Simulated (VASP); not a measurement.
Runs of VASP 6.6.1 on Ta. The structure is that of space group Im-3m (No. 229), or close to it. The cells are those of the table. 

```tsv
task	cell	k mesh	cutoff (eV)	smearing	gap on the mesh (eV)	pressure (GPa)
single point	a = 2.918 Å, angles 109.5°, 1 atom	18 × 18 × 18	520	gaussian 0.1 eV	none	-10.1
single point	a = 2.817 Å, angles 109.5°, 1 atom	18 × 18 × 18	520	fermi-dirac 0.1 eV	none	11.4
single point	a = 2.862 Å, angles 109.5°, 1 atom	18 × 18 × 18	520	gaussian 0.1 eV	none	(b)
relaxation of cell and atoms	relaxed to 10.6 GPa from a = 2.860 Å, angles 109.5°, 1 atom	8 × 8 × 8	600	gaussian 0.1 eV	none	10.4
single point	a = 2.803 Å, angles 109.5°, 1 atom	18 × 18 × 18	520	gaussian 0.1 eV	none	14.8
relaxation of cell and atoms	relaxed to 10.6 GPa from a = 2.807 Å, angles 109.5°, 1 atom	18 × 18 × 18	600	fermi-dirac 0.1 eV	none	10.6
single point	a = 2.860 Å, angles 109.5°, 1 atom	8 × 8 × 8	520	gaussian 0.1 eV	none	(a)
single point	a = 2.833 Å, angles 109.5°, 1 atom	18 × 18 × 18	520	gaussian 0.1 eV	none	7.3
single point	a = 2.890 Å, angles 109.5°, 1 atom	18 × 18 × 18	520	gaussian 0.1 eV	none	-5.1
single point	a = 2.807 Å, angles 109.5°, 1 atom	8 × 8 × 8	520	gaussian 0.1 eV	none	11.4
```

Alike in all rows: level r2SCAN; potentials or basis VASP PAW PBE potentials, release 64 (Ta_pv); no spin polarisation.

Question: Estimate the missing entries.

Answer: (a) -1.4; (b) 0.6.

Caveats: the PAW data sets were made with another functional, which shifts forces and pressure a little; spin-orbit coupling is left out, which moves the levels of the heavy elements; the cell is relaxed towards a set pressure, so the enthalpy falls and the energy may rise (some runs).

A k mesh can miss the band edges, and the runs leave out spin-orbit coupling on Ta.

A gap of «none» marks levels without a gap at the run's occupations.
